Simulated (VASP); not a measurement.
A run of VASP 6.6.1:

File INCAR:

```
  PREC = Accurate
  ENCUT = 520
  EDIFF = 1E-6
  ISMEAR = -1
  SIGMA = 0.05
  LREAL = F
  LASPH = T
  NELM = 60
  ALGO = Normal
  ISIF = 2
  LWAVE = F
  LCHARG = T
  GGA = PE
  LELF = T
  LVHAR = T
  NBANDS = 11
```

File KPOINTS:

```
Automatic mesh
0
Gamma
  9 9 9
```

The input POSCAR:

```
Be2Si
1.0
    0.0000000000      2.6747408261      2.6747408261
    2.6747408261      0.0000000000      2.6747408261
    2.6747408261      2.6747408261      0.0000000000
Si Be
1 2
Direct
    0.0000000000      0.0000000000      0.0000000000
    0.2500000000      0.2500000000      0.2500000000
    0.7500000000      0.7500000000      0.7500000000
```

Potentials or basis: VASP PAW PBE potentials, release 64 (Si, Be).

The run is started by

```bash
$ cat potpaw_PBE.64/Si/POTCAR potpaw_PBE.64/Be/POTCAR > POTCAR
$ mpirun -np 1 vasp_std > vasp.out
```

Hardware: 1 thread of Intel Xeon 8259CL, on a shared host.

Q: How long does it take, and how much memory?

A: Wall time 17 s on 1 thread of Intel Xeon 8259CL, on a shared host, peak memory 0.15 GiB. Counts: scf iterations 11, k points 35.
